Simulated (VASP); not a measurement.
# Ti (P2/m) in VASP: a series of runs, part 2 of 2

VASP 6.6.1. Earlier steps stand in the parts before.

**3. Single point, PBEsol (strain +0.0750 x Voigt [0, 0, 0, 0, 0, 1])**

Input file INCAR:

```
SYSTEM = Ti
PREC = Accurate
ENCUT = 500
EDIFF = 1E-6
ISMEAR = 0
SIGMA = 0.15
LREAL = .FALSE.
LASPH = .TRUE.
NELM = 120
ALGO = Normal
ISIF = 2
LWAVE = .FALSE.
LCHARG = .FALSE.
GGA = PS
NBANDS = 25
GGA_COMPAT = .FALSE.
```

Input file KPOINTS:

```
regular mesh
0
G
  12 12 18
  0 0 0
```

Input file POSCAR:

```
Ti
1.0
    4.5152900513      0.1693233769      0.0000000000
   -2.1110066797      3.8256942014      0.0000000000
    0.0000000000      0.0000000000      2.7987936488
Ti
3
Direct
    0.0000000000      0.0000000000      0.0000000000
    0.3333333333      0.6666666667      0.5000000000
    0.6666666667      0.3333333333      0.5000000000
```

Potentials or basis: VASP PAW PBE potentials, release 64 (Ti_sv).

Launch:

```sh
$ cat potpaw_PBE.64/Ti_sv/POTCAR > POTCAR
$ mpirun -np 1 vasp_std > vasp.out
```

OUTCAR:

```text
SYSTEM = Ti
   PREC = Accurate
   ENCUT = 500
   EDIFF = 1E-6
   ISMEAR = 0
   LREAL = .FALSE.
   LASPH = .TRUE.
   NELM = 120
   ISIF = 2
   GGA = PS

 ion  position               nearest neighbor table
   1  0.000  0.000  0.000-   2 2.88   3 2.88   2 2.88   3 2.88
   2  0.333  0.667  0.500-   3 2.52   3 2.61   3 2.69   1 2.88   1 2.88
   3  0.667  0.333  0.500-   2 2.52   2 2.61   2 2.69   1 2.88   1 2.88

  Warning from LATTYP: Monoclinic adjustment (A1->A3, A2->A1, A3->A2)!
  LATTYP: Found a simple monoclinic cell.
 ALAT       =     4.3694719732
 B/A-ratio  =     0.6405336082
 C/A-ratio  =     1.0340983480
 COS(beta)  =    -0.4499768365

  Lattice vectors:

 A1 = (  -2.1110066797,   3.8256942014,   0.0000000000)
 A2 = (   0.0000000000,   0.0000000000,   2.7987936488)
 A3 = (   4.5152900513,   0.1693233769,   0.0000000000)

Analysis of symmetry for initial positions (statically):
=====================================================================
 Subroutine PRICEL returns:
 Original cell was already a primitive cell.

 Routine SETGRP: Setting up the symmetry group for a
 simple monoclinic supercell.

 Subroutine GETGRP returns: Found  4 space group operations
 (whereof  4 operations were pure point group operations)
 out of a pool of  4 trial point group operations.

The static configuration has the point symmetry C_2h.

Analysis of symmetry for dynamics (positions and initial velocities):
=====================================================================
 Subroutine PRICEL returns:
 Original cell was already a primitive cell.

 Routine SETGRP: Setting up the symmetry group for a
 simple monoclinic supercell.

 Subroutine GETGRP returns: Found  4 space group operations
 (whereof  4 operations were pure point group operations)
 out of a pool of  4 trial point group operations.

The dynamic configuration has the point symmetry C_2h.

 Subroutine INISYM returns: Found  4 space group operations
 (whereof  4 operations are pure point group operations),
 and found     1 'primitive' translations

----------------------------------------------------------------------------------------

                                     Primitive cell

  volume of cell :      49.3471

  direct lattice vectors                    reciprocal lattice vectors
     4.515290051  0.169323377  0.000000000     0.216979883  0.119728854  0.000000000
    -2.111006680  3.825694201  0.000000000    -0.009603425  0.256091327  0.000000000
     0.000000000  0.000000000  2.798793649     0.000000000  0.000000000  0.357296795

  length of vectors
     4.518463749  4.369471973  2.798793649     0.247821040  0.256271328  0.357296795

  position of ions in fractional coordinates (direct lattice)
     0.000000000  0.000000000  0.000000000
     0.333333333  0.666666667  0.500000000
     0.666666667  0.333333333  0.500000000

  ion indices of the primitive-cell ions
   primitive index   ion index
                 1           1
                 2           2
                 3           3

----------------------------------------------------------------------------------------

 KPOINTS: regular mesh

Automatic generation of k-mesh.
 Grid dimensions read from file:
 generate k-points for:   12   12   18

 Generating k-lattice:

  Cartesian coordinates                     Fractional coordinates (reciprocal lattice)
     0.018081657  0.009977404  0.000000000     0.083333333  0.000000000  0.000000000
    -0.000800285  0.021340944  0.000000000    -0.000000000  0.083333333  0.000000000
     0.000000000  0.000000000  0.019849822     0.000000000  0.000000000  0.055555556

  Length of vectors
     0.020651753  0.021355944  0.019849822

  Shift w.r.t. Gamma in fractional coordinates (k-lattice)
     0.000000000  0.000000000  0.000000000

 Subroutine IBZKPT returns following result:
 ===========================================

 Found    740 irreducible k-points:

 Following reciprocal coordinates:
            Coordinates               Weight
  0.000000  0.000000  0.000000      1.000000
  0.083333 -0.000000  0.000000      2.000000
  0.166667 -0.000000  0.000000      2.000000
  0.250000 -0.000000  0.000000      2.000000
  0.333333  0.000000  0.000000      2.000000
  0.416667 -0.000000  0.000000      2.000000
[... 16 lines left out ...]
  0.250000  0.166667  0.000000      2.000000
  0.333333  0.166667  0.000000      2.000000
 [... further k-points ...]
   k-points           NKPTS =    740   k-points in BZ     NKDIM =    740   number of bands    NBANDS=     25
   number of dos      NEDOS =    301   number of ions     NIONS =      3
   total plane-waves  NPLWV =  23040
   dimension x,y,z NGX =    36 NGY =   32 NGZ =   20
   dimension x,y,z NGXF=    72 NGYF=   64 NGZF=   40
   ions per type =               3
   NGX,Y,Z   is equivalent  to a cutoff of  13.25, 12.18, 11.88 a.u.
   NGXF,Y,Z  is equivalent  to a cutoff of  26.49, 24.35, 23.76 a.u.
 SYSTEM =  Ti
   PREC   = accura    normal or accurate (medium, high low for compatibility)
   ISTART =      0    job   : 0-new  1-cont  2-samecut
   ICHARG =      2    charge: 1-file 2-atom 10-const
   ISPIN  =      1    spin polarized calculation?
   LNONCOLLINEAR =      F non collinear calculations
   LSORBIT =      F    spin-orbit coupling
   LASPH  =      T    aspherical Exc in radial PAW
   ENCUT  =  500.0 eV  36.75 Ry    6.06 a.u.   8.24  7.97  5.10*2*pi/ulx,y,z
   NELM   =    120;   NELMIN=  2; NELMDL= -5     # of ELM steps
   EDIFF  = 0.1E-05   stopping-criterion for ELM
   LREAL  =      F    real-space projection
   EDIFFG = 0.1E-04   stopping-criterion for IOM
   NSW    =      0    number of steps for IOM
   IBRION =     -1    ionic relax: 0-MD 1-quasi-New 2-CG
   NFREE  =      0    steps in history (QN), initial steepest desc. (CG)
   ISIF   =      2    stress and relaxation
   ISYM   =      2    0-nonsym 1-usesym 2-fastsym
   POTIM  = 0.5000    time-step for ionic-motion
   TEBEG  =    0.0;   TEEND  =   0.0 temperature during run
   PSTRESS=    0.0 pullay stress
   NELECT =      36.0000    total number of electrons
   NUPDOWN=      -1.0000    fix difference up-down
   EMIN   =  10.00;   EMAX   =-10.00  energy-range for DOS
   EFERMI =   0.00;   METHOD = LEGACY
   ISMEAR =     0;   SIGMA  =   0.15  broadening in eV -4-tet -1-fermi 0-gaus
   EFERMI_NEDOS =   21; number of points for ismear=-14 and -15
   IALGO  =     38    algorithm
   IMIX   =      4    mixing-type and parameters
     AMIX     =   0.40;   BMIX     =  1.00
     AMIX_MAG =   1.60;   BMIX_MAG =  1.00
  volume/ion in A,a.u.               =      16.45       111.00
  Fermi-wavevector in a.u.,A,eV,Ry     =   1.473743  2.784971 29.550747  2.171919
  Thomas-Fermi vector in A             =   2.588599
   LORBIT       =      0    0 simple, 1 ext, 2 COOP (PROOUT), +10 PAW based schemes
   GGA     = PS    functional components
   LHFCALC =     F    Hartree Fock is set to
   AEXX    =    0.0000 exact exchange contribution
   IVDW    =     0    specifies the selected vdW correction
   LEPSILON=     F    determine dielectric tensor
   LRPA    =     F    only Hartree local field effects (RPA)
 non-spin polarized calculation
 Gauss-broadening in eV      SIGMA  =   0.15
  energy-cutoff  :      500.00
  volume of cell :       49.35
 maximum number of plane-waves:      1280
 NGX is ok and might be reduce to    36
   NGX = 17   NGY = 15   NGZ = 11

 number of electron      35.9999988 magnetization

 Free energy of the ion-electron system (eV)
  ---------------------------------------------------
  ext. energy  EPLUGINS =         0.00000000
  ---------------------------------------------------
  free energy    TOTEN  =       -25.02423440 eV

  energy without entropy =      -24.99154562  energy(sigma->0) =      -25.00789001

 E-fermi :   8.6543     XC(G=0): -11.8950

 val. band max:        8.6518901912   @ k =   0.5000   0.0833   0.2222
 cond. band min:       8.6552638713   @ k =  -0.4167   0.0833   0.1111
 fundamental gap:      0.0033736801
 Fermi energy:         8.6543441014

 k-point     1 :       0.0000    0.0000    0.0000
  band No.  band energies     occupation
      1     -47.8826      2.00000
      2     -47.6441      2.00000
      3     -47.4514      2.00000
      4     -24.3222      2.00000
      5     -24.3189      2.00000
      6     -24.2997      2.00000
[... 17 lines left out ...]
     24      10.5613      0.00000
     25      10.6824      0.00000
[... 621 lines left out ...]
      3     -47.5045      2.00000
      4     -24.4944      2.00000
      5     -24.3135      2.00000
      6     -24.1781      2.00000
[... 17 lines left out ...]
     24      10.9270      0.00000
     25      11.4296      0.00000

 [... further k-points ...]
[... 5 lines left out ...]
  --------------------------------------------------------------------------------------
  -------------------------------------------------------------------------------------
  Total       -0.0038559      0.0111778     -0.0497702     -1.2938520      0.0000000      0.0000000
  in kB       -0.1251909      0.3629161     -1.6159154    -42.0081475      0.0000000      0.0000000
  external PRESSURE =      -0.4593967 kB  Pullay stress =       0.0000000 kB

 VOLUME and BASIS-vectors are now :
 -----------------------------------------------------------------------------
  energy-cutoff  :      500.00
  volume of cell :       49.35
      direct lattice vectors                 reciprocal lattice vectors
     4.515290051  0.169323377  0.000000000     0.216979883  0.119728854  0.000000000
    -2.111006680  3.825694201  0.000000000    -0.009603425  0.256091327  0.000000000
     0.000000000  0.000000000  2.798793649     0.000000000  0.000000000  0.357296795

 POSITION                                       TOTAL-FORCE (eV/Angst)
 -----------------------------------------------------------------------------------
      0.00000      0.00000      0.00000         0.000000      0.000000      0.000000
      0.09776      2.60690      1.39940         0.033539     -0.064550      0.000000
      2.30652      1.38811      1.39940        -0.033539      0.064550     -0.000000
 -----------------------------------------------------------------------------------
    total drift:                                0.000000      0.000000     -0.000000

  FREE ENERGIE OF THE ION-ELECTRON SYSTEM (eV)
  ---------------------------------------------------
  free  energy   TOTEN  =       -25.0242343984 eV

  energy  without entropy=      -24.9915456189  energy(sigma->0) =      -25.00789001
```

OSZICAR:

```text
N       E                     dE             d eps       ncg     rms          rms(c)
DAV:   1     0.425330174000E+03    0.42533E+03   -0.18216E+04 37016   0.176E+03
DAV:   2     0.201289929889E+02   -0.40520E+03   -0.39840E+03 37347   0.511E+02
DAV:   3    -0.248471055517E+02   -0.44976E+02   -0.43926E+02 68126   0.147E+02
DAV:   4    -0.282078951178E+02   -0.33608E+01   -0.33406E+01 51643   0.369E+01
DAV:   5    -0.283649710873E+02   -0.15708E+00   -0.15701E+00 57932   0.674E+00    0.162E+01
DAV:   6    -0.250269163123E+02    0.33381E+01   -0.11594E+01 46942   0.328E+01    0.407E+00
DAV:   7    -0.249913067191E+02    0.35610E-01   -0.13757E+00 57191   0.783E+00    0.246E+00
DAV:   8    -0.250508629350E+02   -0.59556E-01   -0.43422E-01 54617   0.700E+00    0.171E+00
DAV:   9    -0.250375435349E+02    0.13319E-01   -0.35421E-01 53570   0.542E+00    0.909E-01
DAV:  10    -0.250236226907E+02    0.13921E-01   -0.77998E-02 48996   0.315E+00    0.106E-01
DAV:  11    -0.250241694643E+02   -0.54677E-03   -0.62622E-03 51800   0.718E-01    0.137E-01
DAV:  12    -0.250242672272E+02   -0.97763E-04   -0.57377E-04 50376   0.201E-01    0.396E-02
DAV:  13    -0.250242355173E+02    0.31710E-04   -0.90076E-05 54299   0.627E-02    0.766E-03
DAV:  14    -0.250242341013E+02    0.14161E-05   -0.83160E-06 49988   0.322E-02    0.540E-03
DAV:  15    -0.250242343984E+02   -0.29710E-06   -0.67560E-07 23809   0.863E-03
   1 F= -.25024234E+02 E0= -.25007890E+02  d E =-.326888E-01
```

It took 4.3 min on 1 thread of Intel Xeon 6975P-C (Granite Rapids), shared host; peak memory 0.67 GiB.

What came out:

```yaml
Free_energy: -25.0242 eV
Pressure: 0.0 GPa
Largest_force: 0.073 eV/Å
Band_gap_on_the_k_mesh: zero (bands 18 and 19 overlap by 0.46 eV)
```

Forces in eV/Å, atoms in the order of the input:
```
Ti   0.000  0.000  0.000
Ti   0.034 -0.065  0.000
Ti  -0.034  0.065  0.000
```

Caveat: the cell differs from its parent crystal (strain +0.0750 x Voigt [0, 0, 0, 0, 0, 1]); the PAW data sets were made with another functional, which shifts forces and pressure a little.
